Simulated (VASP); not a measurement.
Runs of VASP 6.6.1 on Si3N4. The structure is that of space group I-43d (No. 220), or close to it. The cells are those of the table. 

```csv
task,level,cell,cutoff (eV),smearing,gap on the mesh (eV),pressure (GPa),relaxed volume (Å³/atom)
single point,PBE,"a = 5.580 Å, angles 109.5°, 14 atoms",520,fermi-dirac 0.02 eV,(c),5.7,-
single point,r2SCAN,"a = 5.580 Å, angles 109.5°, 14 atoms",520,gaussian 0.01 eV,4.75,-0.2,-
single point,PBE,"a = 5.621 Å, angles 109.5°, 14 atoms",520,fermi-dirac 0.02 eV,4.04,(a),-
single point,PBEsol,"a = 5.590 Å, angles 109.5°, 14 atoms",520,fermi-dirac 0.02 eV,3.97,0.2,-
single point,r2SCAN,"a = 5.580 Å, angles 109.5°, 14 atoms",520,fermi-dirac 0.02 eV,4.75,-0.2,-
relaxation of cell and atoms,PBEsol,"relaxed from a = 5.621 Å, angles 109.5°, 14 atoms",600,fermi-dirac 0.02 eV,3.97,0.1,9.61
relaxation of cell and atoms,PBE,"relaxed from a = 5.619 Å, angles 109.5°, 14 atoms",600,fermi-dirac 0.02 eV,(b),0.0,9.75
```

Alike in all rows: potentials or basis VASP PAW PBE potentials, release 64 (Si, N); no spin polarisation; k mesh 6 × 6 × 6.

Estimate the missing entries.

(a) -0.3; (b) 4.05; (c) 4.13.

Caveats: the PAW data sets were made with another functional, which shifts forces and pressure a little (some runs).

A k mesh can miss the band edges.
